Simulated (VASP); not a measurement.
# La (P6_3/mmc) in VASP: relaxation of cell and atoms with LDA

Aim: the relaxation of cell and atoms of La with LDA.

Program: VASP 6.6.1. These are calculated values, not measurements. Logs are shortened: lines on timing, memory, paths and dates and some standing lists are left out, and cuts for length are marked.

### Step 1. The cell of the first run

It takes space group P6_3/mmc (No. 194, hexagonal). The conventional cell has a = 3.770 Å, b = 3.770 Å, c = 12.159 Å, α = 90.00°, β = 90.00°, γ = 120.00°. Within 4.9 Å of La (site symmetry -3m) lie 12 La at 3.74 to 3.77 Å. La (site symmetry -6m2) has 12 La at 3.74 to 3.77 Å within 4.9 Å.

### Step 2. Relaxation of cell and atoms, LDA

Input file INCAR:

```
SYSTEM = La
  PREC = Accurate
  ENCUT = 600
  EDIFF = 1E-7
  ISMEAR = -1
  SIGMA = 0.05
  LREAL = .FALSE.
  LASPH = .TRUE.
  NELM = 60
  ALGO = Normal
  ISIF = 3
  LWAVE = .FALSE.
  LCHARG = .FALSE.
  IBRION = 2
  NSW = 50
  EDIFFG = -0.01
```

Input file KPOINTS:

```
Automatic mesh
0
G
  8 8 2
  0 0 0
```

Input file POSCAR:

```
La
1.0
    3.7700000000      0.0000000000      0.0000000000
   -1.8850000000      3.2649157723      0.0000000000
    0.0000000000      0.0000000000     12.1590000000
La
4
Direct
    0.0000000000      0.0000000000      0.0000000000
    0.0000000000      0.0000000000      0.5000000000
    0.3333330000      0.6666670000      0.7500000000
    0.6666670000      0.3333330000      0.2500000000
```

Potentials or basis: VASP PAW LDA potentials, release 64 (La).

Started as:

```console
$ cat potpaw_LDA.64/La/POTCAR > POTCAR
$ mpirun -np 1 vasp_std > vasp.out
```

OUTCAR:

```text
SYSTEM = La
   PREC = Accurate
   ENCUT = 600
   EDIFF = 1E-7
   ISMEAR = -1
   LREAL = .FALSE.
   LASPH = .TRUE.
   NELM = 60
   ISIF = 3
   IBRION = 2
   NSW = 50
   EDIFFG = -0.01

 ion  position               nearest neighbor table
   1  0.000  0.000  0.000-
   2  0.000  0.000  0.500-
   3  0.333  0.667  0.750-
   4  0.667  0.333  0.250-

  LATTYP: Found a hexagonal cell.
 ALAT       =     3.7700000000
 C/A-ratio  =     3.2251989390

  Lattice vectors:

 A1 = (   3.7700000000,   0.0000000000,   0.0000000000)
 A2 = (  -1.8850000000,   3.2649157723,   0.0000000000)
 A3 = (   0.0000000000,   0.0000000000,  12.1590000000)

Analysis of symmetry for initial positions (statically):
=====================================================================
 Subroutine PRICEL returns:
 Original cell was already a primitive cell.

 Routine SETGRP: Setting up the symmetry group for a
 hexagonal supercell.

 Subroutine GETGRP returns: Found 24 space group operations
 (whereof 12 operations were pure point group operations)
 out of a pool of 24 trial point group operations.

The static configuration has the point symmetry D_3d.
 The point group associated with its full space group is D_6h.

Analysis of symmetry for dynamics (positions and initial velocities):
=====================================================================
 Subroutine PRICEL returns:
 Original cell was already a primitive cell.

 Routine SETGRP: Setting up the symmetry group for a
 hexagonal supercell.

 Subroutine GETGRP returns: Found 24 space group operations
 (whereof 12 operations were pure point group operations)
 out of a pool of 24 trial point group operations.

The dynamic configuration has the point symmetry D_3d.
 The point group associated with its full space group is D_6h.

 Subroutine INISYM returns: Found 24 space group operations
 (whereof 12 operations are pure point group operations),
 and found     1 'primitive' translations

----------------------------------------------------------------------------------------

                                     Primitive cell

  volume of cell :     149.6619

  direct lattice vectors                    reciprocal lattice vectors
     3.770000000  0.000000000  0.000000000     0.265251989  0.153143307  0.000000000
    -1.885000000  3.264915772  0.000000000     0.000000000  0.306286615  0.000000000
     0.000000000  0.000000000 12.159000000     0.000000000  0.000000000  0.082243606

  length of vectors
     3.770000000  3.770000000 12.159000000     0.306286615  0.306286615  0.082243606

  position of ions in fractional coordinates (direct lattice)
     0.000000000  0.000000000  0.000000000
     0.000000000  0.000000000  0.500000000
     0.333333000  0.666667000  0.750000000
     0.666667000  0.333333000  0.250000000

  ion indices of the primitive-cell ions
   primitive index   ion index
                 1           1
                 2           2
                 3           3
                 4           4

----------------------------------------------------------------------------------------

 KPOINTS: Automatic mesh

Automatic generation of k-mesh.
 Grid dimensions read from file:
 generate k-points for:    8    8    2

 Generating k-lattice:

  Cartesian coordinates                     Fractional coordinates (reciprocal lattice)
     0.033156499  0.019142913  0.000000000     0.125000000  0.000000000  0.000000000
     0.000000000  0.038285827  0.000000000     0.000000000  0.125000000  0.000000000
     0.000000000  0.000000000  0.041121803     0.000000000  0.000000000  0.500000000

  Length of vectors
     0.038285827  0.038285827  0.041121803

  Shift w.r.t. Gamma in fractional coordinates (k-lattice)
     0.000000000  0.000000000  0.000000000

 Subroutine IBZKPT returns following result:
 ===========================================

 Found     20 irreducible k-points:

 Following reciprocal coordinates:
            Coordinates               Weight
  0.000000  0.000000  0.000000      1.000000
  0.125000  0.000000  0.000000      6.000000
  0.250000  0.000000  0.000000      6.000000
  0.375000  0.000000  0.000000      6.000000
  0.500000  0.000000  0.000000      3.000000
  0.125000  0.125000  0.000000      6.000000
[... 12 lines left out ...]
  0.250000  0.250000  0.500000      6.000000
  0.375000  0.250000  0.500000      6.000000
   k-points           NKPTS =     20   k-points in BZ     NKDIM =     20   number of bands    NBANDS=     26
   number of dos      NEDOS =    301   number of ions     NIONS =      4
   total plane-waves  NPLWV =  88200
   dimension x,y,z NGX =    30 NGY =   30 NGZ =   98
   dimension x,y,z NGXF=    60 NGYF=   60 NGZF=  196
   ions per type =               4
   NGX,Y,Z   is equivalent  to a cutoff of  13.23, 13.23, 13.40 a.u.
   NGXF,Y,Z  is equivalent  to a cutoff of  26.46, 26.46, 26.80 a.u.
 SYSTEM =  La
   PREC   = accura    normal or accurate (medium, high low for compatibility)
   ISTART =      0    job   : 0-new  1-cont  2-samecut
   ICHARG =      2    charge: 1-file 2-atom 10-const
   ISPIN  =      1    spin polarized calculation?
   LNONCOLLINEAR =      F non collinear calculations
   LSORBIT =      F    spin-orbit coupling
   LASPH  =      T    aspherical Exc in radial PAW
   ENCUT  =  600.0 eV  44.10 Ry    6.64 a.u.   7.53  7.53 24.28*2*pi/ulx,y,z
   NELM   =     60;   NELMIN=  2; NELMDL= -5     # of ELM steps
   EDIFF  = 0.1E-06   stopping-criterion for ELM
   LREAL  =      F    real-space projection
   EDIFFG = -.1E-01   stopping-criterion for IOM
   NSW    =     50    number of steps for IOM
   IBRION =      2    ionic relax: 0-MD 1-quasi-New 2-CG
   NFREE  =      1    steps in history (QN), initial steepest desc. (CG)
   ISIF   =      3    stress and relaxation
   ISYM   =      2    0-nonsym 1-usesym 2-fastsym
   POTIM  = 0.5000    time-step for ionic-motion
   TEBEG  =    0.0;   TEEND  =   0.0 temperature during run
   PSTRESS=    0.0 pullay stress
   NELECT =      44.0000    total number of electrons
   NUPDOWN=      -1.0000    fix difference up-down
   EMIN   =  10.00;   EMAX   =-10.00  energy-range for DOS
   EFERMI =   0.00;   METHOD = LEGACY
   ISMEAR =    -1;   SIGMA  =   0.05  broadening in eV -4-tet -1-fermi 0-gaus
   EFERMI_NEDOS =   21; number of points for ismear=-14 and -15
   IALGO  =     38    algorithm
   IMIX   =      4    mixing-type and parameters
     AMIX     =   0.40;   BMIX     =  1.00
     AMIX_MAG =   1.60;   BMIX_MAG =  1.00
  volume/ion in A,a.u.               =      37.42       252.49
  Fermi-wavevector in a.u.,A,eV,Ry     =   1.088567  2.057094 16.122618  1.184979
  Thomas-Fermi vector in A             =   2.224752
   LORBIT       =      0    0 simple, 1 ext, 2 COOP (PROOUT), +10 PAW based schemes
   GGA     = CA    functional components
   LHFCALC =     F    Hartree Fock is set to
   AEXX    =    0.0000 exact exchange contribution
   IVDW    =     0    specifies the selected vdW correction
   LEPSILON=     F    determine dielectric tensor
   LRPA    =     F    only Hartree local field effects (RPA)
 conjugate gradient relaxation of ions
 non-spin polarized calculation
  energy-cutoff  :      600.00
  volume of cell :      149.66
 maximum number of plane-waves:      5029
   NGX = 15   NGY = 15   NGZ = 49

--------------------------------------- Ionic step        1  -------------------------------------------

 number of electron      43.9999997 magnetization

 Free energy of the ion-electron system (eV)
  ---------------------------------------------------
  ext. energy  EPLUGINS =         0.00000000
  ---------------------------------------------------
  free energy    TOTEN  =       -22.10365533 eV

  energy without entropy =      -22.05689303  energy(sigma->0) =      -22.08027418

 E-fermi :   7.5817     XC(G=0):  -9.7346

 val. band max:        7.5797125176   @ k =   0.1250   0.1250   0.0000
 cond. band min:       7.5825325576   @ k =   0.2500   0.2500   0.5000
 fundamental gap:      0.0028200399
 Fermi energy:         7.5817426482

 k-point     1 :       0.0000    0.0000    0.0000
  band No.  band energies     occupation
      1     -25.1829      2.00000
      2     -25.0849      2.00000
      3     -25.0819      2.00000
      4     -24.9806      2.00000
      5      -9.5740      2.00000
      6      -8.9171      2.00000
[... 676 lines left out ...]
  FREE ENERGIE OF THE ION-ELECTRON SYSTEM (eV)
  ---------------------------------------------------
  free  energy   TOTEN  =       -22.3727105573 eV

  energy  without entropy=      -22.3323119011  energy(sigma->0) =      -22.35251123

[... ionic steps 4 to 26 ...]

--------------------------------------- Ionic step       27  -------------------------------------------

 number of electron      43.9999997 magnetization

------------------------ aborting loop because EDIFF is reached ----------------------------------------

  FORCE on cell =-STRESS in cart. coord.  units (eV):
  Direction    XX          YY          ZZ          XY          YZ          ZX
  --------------------------------------------------------------------------------------
  -------------------------------------------------------------------------------------
  Total       -0.0316572     -0.0316572     -0.1307038      0.0000000      0.0000000     -0.0000000
  in kB       -0.3946292     -0.3946292     -1.6293151      0.0000000      0.0000000     -0.0000000
  external PRESSURE =      -0.8061912 kB  Pullay stress =       0.0000000 kB
[... 61 lines left out ...]
  energy  without entropy=      -22.3345012558  energy(sigma->0) =      -22.35422739

--------------------------------------- Ionic step       29  -------------------------------------------

 number of electron      43.9999997 magnetization

 Free energy of the ion-electron system (eV)
  ---------------------------------------------------
  ext. energy  EPLUGINS =         0.00000000
  ---------------------------------------------------
  free energy    TOTEN  =       -22.37395363 eV

  energy without entropy =      -22.33450165  energy(sigma->0) =      -22.35422764

 E-fermi :   9.1594     XC(G=0): -10.3665

 val. band max:        9.1532155473   @ k =   0.1250   0.0000   0.0000
 cond. band min:       9.1622930738   @ k =   0.2500   0.2500   0.0000
 fundamental gap:      0.0090775265
 Fermi energy:         9.1593984167

 k-point     1 :       0.0000    0.0000    0.0000
  band No.  band energies     occupation
      1     -23.4870      2.00000
      2     -23.3119      2.00000
      3     -23.3059      2.00000
      4     -23.1204      2.00000
      5      -8.2350      2.00000
      6      -7.2490      2.00000
[... 600 lines left out ...]
  FREE ENERGIE OF THE ION-ELECTRON SYSTEM (eV)
  ---------------------------------------------------
  free  energy   TOTEN  =       -22.3739536269 eV

  energy  without entropy=      -22.3345016504  energy(sigma->0) =      -22.35422764

 reached required accuracy - stopping structural energy minimisation
```

It took 22 min on 1 thread of Intel Xeon Platinum 8488C (Sapphire Rapids), shared host; peak memory 0.33 GiB.

Results:

```
Free energy                           : -22.3740 eV
Relaxed volume                        : 32.13 Å³/atom
Relaxed cell                          : a = 3.586 Å, b = 3.586 Å, c = 11.539 Å, α = 90.00°, β = 90.00°, γ = 120.00°
Space group after relaxing (to 0.1 Å) : P6_3/mmc (No. 194)
Energy gained by relaxing             : 67.6 meV/atom
Ionic steps                           : 29
Pressure after relaxing               : 0.0 GPa
Band gap on the k mesh                : zero (bands 22 and 23 overlap by 1.01 eV)
```

The path:
```
step  energy change (eV)  largest force (eV/Å)  pressure (GPa)  volume (Å³)
   1              0.0000                0.0000           -3.70       149.66
   2             -0.2617                0.0000           -0.61       131.72
   3             -0.2691                0.0000           -0.30       129.45
   4             -0.2613                0.0000            0.82       124.97
   5             -0.2700                0.0000            0.03       128.21
   6             -0.2699                0.0000           -0.22       128.62
   7             -0.2702                0.0000           -0.05       128.56
   8             -0.2703                0.0000           -0.02       128.52
   9             -0.2702                0.0000           -0.05       128.45
  10             -0.2703                0.0000           -0.12       128.49
  11             -0.2703                0.0000            0.04       128.51
  12             -0.2703                0.0000            0.04       128.51
  13             -0.2703                0.0000           -0.01       128.52
  14             -0.2703                0.0000            0.03       128.52
  15             -0.2702                0.0000           -0.18       128.63
  16             -0.2703                0.0000           -0.22       128.54
  17             -0.2703                0.0000           -0.26       128.53
  18             -0.2703                0.0000           -0.12       128.53
  19             -0.2703                0.0000            0.02       128.53
  20             -0.2703                0.0000           -0.03       128.53
  21             -0.2703                0.0000           -0.19       128.53
  22             -0.2703                0.0000           -0.13       128.53
  23             -0.2703                0.0000           -0.08       128.53
  24             -0.2703                0.0000           -0.07       128.53
  25             -0.2703                0.0000           -0.12       128.53
  26             -0.2703                0.0000           -0.10       128.53
  27             -0.2703                0.0000           -0.08       128.53
  28             -0.2703                0.0000           -0.04       128.53
  29             -0.2703                0.0000           -0.02       128.53
```

Final structure:
```xyz
4
Lattice="3.5863 0.0000 0.0000 -1.7932 3.1058 0.0000 0.0000 0.0000 11.5389" Properties=species:S:1:pos:R:3 pbc="T T T"
La    0.0000    0.0000    0.0000
La    0.0000    0.0000    5.7695
La    0.0000    2.0706    8.6542
La    1.7932    1.0353    2.8847
```

Caveat: spin-orbit coupling is left out, which moves the levels of the heavy elements.
